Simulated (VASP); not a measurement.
# NaHg3 (Pm-3m) in VASP: single point with LDA

Aim: the single point of NaHg3 with LDA.

Program: VASP 6.6.1. These are calculated values, not measurements. Logs are shortened: lines on timing, memory, paths and dates and some standing lists are left out, and cuts for length are marked.

### 1 The cell of the first run

Symmetry: Pm-3m, No. 221, cubic system. The conventional cell has a = 4.641 Å, b = 4.641 Å, c = 4.641 Å, α = 90.00°, β = 90.00°, γ = 90.00°. Within 4.3 Å of Na (site symmetry m-3m) lie 12 Hg at 3.28 Å. Hg (site symmetry 4/mmm) has 4 Na at 3.28 Å and 8 Hg at 3.28 Å within 4.3 Å.

### 2 Single point, LDA

INCAR reads:

```
ALGO     = Normal         # electronic algorithm
EDIFF    = 1E-6           # SCF threshold, eV
ENCUT    = 520            # plane-wave cutoff, eV
GGA      = CA             # functional
ISIF     = 2              # what is computed and relaxed
ISMEAR   = -1             # smearing method
LASPH    = T              # aspherical terms in the spheres
LCHARG   = F              # write CHGCAR
LREAL    = F              # projectors in reciprocal space
LWAVE    = F              # write WAVECAR
NBANDS   = 30             # bands
NELM     = 80             # most SCF steps
PREC     = Accurate       # precision mode
SIGMA    = 0.1            # smearing width, eV
```

KPOINTS reads:

```
k-points
0
Gamma
  5 5 5
```

POSCAR reads:

```
NaHg3
1.0
    4.6406290000      0.0000000000      0.0000000000
    0.0000000000      4.6406290000      0.0000000000
    0.0000000000      0.0000000000      4.6406290000
Na Hg
1 3
Direct
    0.0000000000      0.0000000000      0.0000000000
    0.0000000000      0.5000000000      0.5000000000
    0.5000000000      0.0000000000      0.5000000000
    0.5000000000      0.5000000000      0.0000000000
```

Potentials or basis: VASP PAW LDA potentials, release 64 (Na_pv, Hg).

Run with:

```
> cat potpaw_LDA.64/Na_pv/POTCAR potpaw_LDA.64/Hg/POTCAR > POTCAR
> mpirun -np 1 vasp_std > vasp.out
```

OUTCAR:

```text
EDIFF = 1E-6
   ENCUT = 520
   GGA = CA
   ISIF = 2
   ISMEAR = -1
   LASPH = T
   LREAL = F
   NELM = 80
   PREC = Accurate

 ion  position               nearest neighbor table
   1  0.000  0.000  0.000-   2 3.28   3 3.28   4 3.28   2 3.28   3 3.28   2 3.28   4 3.28   2 3.28
                             3 3.28   4 3.28   3 3.28   4 3.28
   2  0.000  0.500  0.500-   1 3.28   3 3.28   4 3.28   1 3.28   4 3.28   1 3.28   3 3.28   1 3.28
                             3 3.28   4 3.28   4 3.28   3 3.28
   3  0.500  0.000  0.500-   1 3.28   2 3.28   4 3.28   1 3.28   4 3.28   2 3.28   4 3.28   4 3.28
                             1 3.28   2 3.28   1 3.28   2 3.28
   4  0.500  0.500  0.000-   1 3.28   2 3.28   3 3.28   2 3.28   3 3.28   1 3.28   3 3.28   3 3.28
                             1 3.28   2 3.28   2 3.28   1 3.28

  LATTYP: Found a simple cubic cell.
 ALAT       =     4.6406290000

  Lattice vectors:

 A1 = (   4.6406290000,   0.0000000000,   0.0000000000)
 A2 = (   0.0000000000,   4.6406290000,   0.0000000000)
 A3 = (   0.0000000000,   0.0000000000,   4.6406290000)

Analysis of symmetry for initial positions (statically):
=====================================================================
 Subroutine PRICEL returns:
 Original cell was already a primitive cell.

 Routine SETGRP: Setting up the symmetry group for a
 simple cubic supercell.

 Subroutine GETGRP returns: Found 48 space group operations
 (whereof 48 operations were pure point group operations)
 out of a pool of 48 trial point group operations.

The static configuration has the point symmetry O_h .

Analysis of symmetry for dynamics (positions and initial velocities):
=====================================================================
 Subroutine PRICEL returns:
 Original cell was already a primitive cell.

 Routine SETGRP: Setting up the symmetry group for a
 simple cubic supercell.

 Subroutine GETGRP returns: Found 48 space group operations
 (whereof 48 operations were pure point group operations)
 out of a pool of 48 trial point group operations.

The dynamic configuration has the point symmetry O_h .

 Subroutine INISYM returns: Found 48 space group operations
 (whereof 48 operations are pure point group operations),
 and found     1 'primitive' translations

----------------------------------------------------------------------------------------

[... 79 lines left out ...]
   ENCUT  =  520.0 eV  38.22 Ry    6.18 a.u.   8.63  8.63  8.63*2*pi/ulx,y,z
   NELM   =     80;   NELMIN=  2; NELMDL= -5     # of ELM steps
   EDIFF  = 0.1E-05   stopping-criterion for ELM
   LREAL  =      F    real-space projection
   EDIFFG = 0.1E-04   stopping-criterion for IOM
   NSW    =      0    number of steps for IOM
   IBRION =     -1    ionic relax: 0-MD 1-quasi-New 2-CG
   NFREE  =      0    steps in history (QN), initial steepest desc. (CG)
   ISIF   =      2    stress and relaxation
   ISYM   =      2    0-nonsym 1-usesym 2-fastsym
   POTIM  = 0.5000    time-step for ionic-motion
   TEBEG  =    0.0;   TEEND  =   0.0 temperature during run
   PSTRESS=    0.0 pullay stress
   NELECT =      43.0000    total number of electrons
   NUPDOWN=      -1.0000    fix difference up-down
   EMIN   =  10.00;   EMAX   =-10.00  energy-range for DOS
   EFERMI =   0.00;   METHOD = LEGACY
   ISMEAR =    -1;   SIGMA  =   0.10  broadening in eV -4-tet -1-fermi 0-gaus
   EFERMI_NEDOS =   21; number of points for ismear=-14 and -15
   IALGO  =     38    algorithm
   IMIX   =      4    mixing-type and parameters
     AMIX     =   0.40;   BMIX     =  1.00
     AMIX_MAG =   1.60;   BMIX_MAG =  1.00
  volume/ion in A,a.u.               =      24.98       168.60
  Fermi-wavevector in a.u.,A,eV,Ry     =   1.235912  2.335535 20.782598  1.527478
  Thomas-Fermi vector in A             =   2.370542
   LORBIT       =      0    0 simple, 1 ext, 2 COOP (PROOUT), +10 PAW based schemes
   GGA     = CA    functional components
   LHFCALC =     F    Hartree Fock is set to
   AEXX    =    0.0000 exact exchange contribution
   IVDW    =     0    specifies the selected vdW correction
   LEPSILON=     F    determine dielectric tensor
   LRPA    =     F    only Hartree local field effects (RPA)
 non-spin polarized calculation
  energy-cutoff  :      520.00
  volume of cell :       99.94
 maximum number of plane-waves:      2721
 NGX is ok and might be reduce to    36
   NGX = 17   NGY = 17   NGZ = 17

 number of electron      42.9999996 magnetization

 Free energy of the ion-electron system (eV)
  ---------------------------------------------------
  ext. energy  EPLUGINS =         0.00000000
  ---------------------------------------------------
  free energy    TOTEN  =        -5.07566912 eV

  energy without entropy =       -5.03686981  energy(sigma->0) =       -5.05626946

 E-fermi :   1.8700     XC(G=0): -10.1557

 val. band max:        1.7924351566   @ k =   0.4000   0.0000   0.0000
 cond. band min:       2.1423040336   @ k =   0.4000   0.2000   0.2000
 fundamental gap:      0.3498688770
 Fermi energy:         1.8700302993

 k-point     1 :       0.0000    0.0000    0.0000
  band No.  band energies     occupation
      1     -22.3552      2.00000
      2     -22.3552      2.00000
      3     -22.3552      2.00000
      4      -6.3085      2.00000
      5      -5.6475      2.00000
      6      -5.6475      2.00000
[... 319 lines left out ...]
     29      13.1052      0.00000
     30      13.1141      0.00000

------------------------ aborting loop because EDIFF is reached ----------------------------------------

  FORCE on cell =-STRESS in cart. coord.  units (eV):
  Direction    XX          YY          ZZ          XY          YZ          ZX
  --------------------------------------------------------------------------------------
  -------------------------------------------------------------------------------------
  Total       -2.2450777     -2.2450777     -2.2450777      0.0000000     -0.0000000      0.0000000
  in kB      -35.9924496    -35.9924496    -35.9924496      0.0000000     -0.0000000      0.0000000
  external PRESSURE =     -35.9924496 kB  Pullay stress =       0.0000000 kB

 VOLUME and BASIS-vectors are now :
 -----------------------------------------------------------------------------
  energy-cutoff  :      520.00
  volume of cell :       99.94
      direct lattice vectors                 reciprocal lattice vectors
     4.640629000  0.000000000  0.000000000     0.215488030  0.000000000  0.000000000
     0.000000000  4.640629000  0.000000000     0.000000000  0.215488030  0.000000000
     0.000000000  0.000000000  4.640629000     0.000000000  0.000000000  0.215488030

 POSITION                                       TOTAL-FORCE (eV/Angst)
 -----------------------------------------------------------------------------------
      0.00000      0.00000      0.00000         0.000000      0.000000      0.000000
      0.00000      2.32031      2.32031         0.000000      0.000000      0.000000
      2.32031      0.00000      2.32031         0.000000      0.000000      0.000000
      2.32031      2.32031      0.00000         0.000000      0.000000      0.000000
 -----------------------------------------------------------------------------------
    total drift:                                0.000000      0.000000      0.000000

  FREE ENERGIE OF THE ION-ELECTRON SYSTEM (eV)
  ---------------------------------------------------
  free  energy   TOTEN  =        -5.0756691174 eV

  energy  without entropy=       -5.0368698073  energy(sigma->0) =       -5.05626946
```

OSZICAR:

```text
N       E                     dE             d eps       ncg     rms          rms(c)
DAV:   1     0.389313305003E+03    0.38931E+03   -0.20814E+04   600   0.143E+03
DAV:   2     0.114569138597E+02   -0.37786E+03   -0.36198E+03   600   0.401E+02
DAV:   3    -0.514222616677E+01   -0.16599E+02   -0.16428E+02   702   0.918E+01
DAV:   4    -0.531442988896E+01   -0.17220E+00   -0.17212E+00   630   0.879E+00
DAV:   5    -0.531602204304E+01   -0.15922E-02   -0.15921E-02   708   0.825E-01    0.402E+00
DAV:   6    -0.509592140019E+01    0.22010E+00   -0.56866E-01   642   0.585E+00    0.339E+00
DAV:   7    -0.507965753241E+01    0.16264E-01   -0.43999E-02   660   0.119E+00    0.198E+00
DAV:   8    -0.507571478028E+01    0.39428E-02   -0.48267E-03   642   0.627E-01    0.111E-01
DAV:   9    -0.507567274987E+01    0.42030E-04   -0.42724E-04   678   0.166E-01    0.355E-02
DAV:  10    -0.507566960361E+01    0.31463E-05   -0.38296E-05   648   0.537E-02    0.890E-03
DAV:  11    -0.507566911738E+01    0.48623E-06   -0.28416E-06   616   0.129E-02
   1 F= -.50756691E+01 E0= -.50562695E+01  d E =-.387993E-01
```

stdout:

```text
POSCAR found type information on POSCAR NaHg
 POSCAR found :  2 types and       4 ions
 scaLAPACK will be used
 LDA part: xc-table for (Slater(with rela. corr.)+CA(PZ))
 , standard interpolation
 POSCAR, INCAR and KPOINTS ok, starting setup
 FFT: planning ... GRIDC
 FFT: planning ... GRID_SOFT
 FFT: planning ... GRID
 WAVECAR not read
 entering main loop
```

Wall time 19 s (1 thread of AMD EPYC 7R13 (Zen 3), shared host); peak memory 0.15 GiB.

Results:

```
Free energy : -5.0757 eV
Pressure    : -3.6 GPa
```

Caveat: spin-orbit coupling is left out, which moves the levels of the heavy elements.
